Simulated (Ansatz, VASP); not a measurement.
# One calculation of Si3C4, two programs

```
CELL_PARAMETERS angstrom
1.54859 0.89408 8.98709
-1.54859 0.89408 8.98709
0.00000 -1.78816 8.98709
ATOMIC_POSITIONS crystal
Si 0.77455 0.77455 0.77455
Si 0.22545 0.22545 0.22545
Si 0.00000 0.00000 0.00000
C 0.70339 0.70339 0.70339
C 0.12235 0.12235 0.12235
C 0.29661 0.29661 0.29661
C 0.87765 0.87765 0.87765
```

Change from the starting cell: species swapped into the Al4C3 type (R3m, No. 160).

Alike in both runs: task single point; functional PBE; k mesh 6 × 6 × 6; occupations gaussian, width 0.1 eV; collinear spin.

```csv
,VASP,Ansatz
version,VASP 6.6.1,Ansatz 0.2.0
potentials or method,"VASP PAW PBE potentials, release 64 (Si, C), cutoff 520 eV","scalar-relativistic, plane waves, PAW"
valence electrons in the cell,28,28
```

|  | VASP | Ansatz | Ansatz less VASP |
| --- | --- | --- | --- |
| gap on the k mesh at the Fermi level (eV) | none | none | - |
| pressure (GPa) | 0.3 | 0.4 | +0.07 |
| traceless stress, the component that is largest in VASP (GPa) | 0.36 | 0.31 | -0.051 |
| rms of the force components (eV/Å) | 0.020 | 0.018 | -0.0013 |
| net moment per atom (μB) | 0.00 | 0.00 | 0.000 |

Atom by atom the forces differ by 0.002 eV/Å (rms over components). A gap of «none» marks a metal or a gap that the smearing closes. The functional is the same, so the differences come from potentials, cutoffs and numerics. Ansatz's warnings: seeded moment not kept.

The k mesh is coarse, so the values compare programs but aren't converged.
